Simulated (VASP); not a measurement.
A run of VASP 6.6.1:

Contents of POSCAR:

```
CoSi2
1.0
    0.0000000000      2.6575439889      2.6575439889
    2.6575439889      0.0000000000      2.6575439889
    2.6575439889      2.6575439889      0.0000000000
Co Si
1 2
Direct
    0.0000000000      0.0000000000      0.0000000000
    0.2500000000      0.2500000000      0.2500000000
    0.7500000000      0.7500000000      0.7500000000
```

The input INCAR.step1:

```
ALGO = Normal
EDIFF = 1E-4
ENCUT = 520
GGA = PE
ISMEAR = 0
LASPH = True
LCHARG = False
LREAL = False
LWAVE = True
NBANDS = 16
NELM = 100
PREC = Accurate
SIGMA = 0.1
```

File INCAR.step2:

```
ALGO = Normal
EDIFF = 1E-6
ENCUT = 520
ISIF = 2
ISMEAR = 0
ISTART = 1
LASPH = True
LCHARG = False
LMIXTAU = True
LREAL = False
LWAVE = False
METAGGA = R2SCAN
NBANDS = 16
NELM = 100
PREC = Accurate
SIGMA = 0.1
```

Contents of KPOINTS:

```
k-points
0
Gamma
  14 14 14
```

Potentials or basis: VASP PAW PBE potentials, release 64 (Co, Si).

Command:

```bash
$ cat potpaw_PBE.64/Co/POTCAR potpaw_PBE.64/Si/POTCAR > POTCAR
$ cp INCAR.step1 INCAR
$ mpirun -np 1 vasp_std > vasp.out
$ cp INCAR.step2 INCAR
$ mpirun -np 1 vasp_std > vasp.out
```

Hardware: 1 thread of Intel(R) Xeon(R) Platinum 8488C (Sapphire Rapids), on a shared host.

Problem. How long does it take, and how much memory?

Solution. It took 2.3 min on 1 thread of Intel(R) Xeon(R) Platinum 8488C (Sapphire Rapids) (shared host), peak memory 0.2 GiB. Counts: k points 104.
